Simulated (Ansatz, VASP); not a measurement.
**Al2O3: VASP beside Ansatz**

```
Al O
1.0
     2.84106    0.00000    0.00000
    -1.42053    2.46043    0.00000
     0.00000    0.00000    9.47681
Al O
2 3
Direct
  0.00000 0.00000 0.14999
  0.00000 0.00000 0.85001
  0.33333 0.66667 0.22232
  0.66667 0.33333 0.00000
  0.33333 0.66667 0.77768
```

Change from the starting cell: strain -0.015 along x and y, +0.015 along z, atoms carried along.

Alike in both runs: task single point; functional PBE; dispersion D3(BJ); k mesh 12 × 12 × 4; occupations gaussian, width 0.05 eV; no spin polarisation.

|  | VASP | Ansatz |
| --- | --- | --- |
| version | VASP 6.6.1 | Ansatz 0.2.0 |
| potentials or method | VASP PAW PBE potentials, release 64 (Al, O), cutoff 520 eV | scalar-relativistic, plane waves, PAW |
| valence electrons in the cell | 24 | 24 |

|  | VASP | Ansatz | Ansatz less VASP |
| --- | --- | --- | --- |
| gap on the k mesh at the Fermi level (eV) | 5.18 | 5.20 | +0.018 |
| least direct gap on the mesh (eV) | 5.43 | 5.44 | +0.016 |
| pressure (GPa) | 2.0 | 2.0 | -0.04 |
| traceless stress, the component that is largest in VASP (GPa) | -5.44 | -5.20 | +0.235 |
| rms of the force components (eV/Å) | 0.212 | 0.228 | +0.0160 |

Atom by atom the forces differ by 0.018 eV/Å (rms over components). Ansatz's warnings: xc potential rough in thin density.
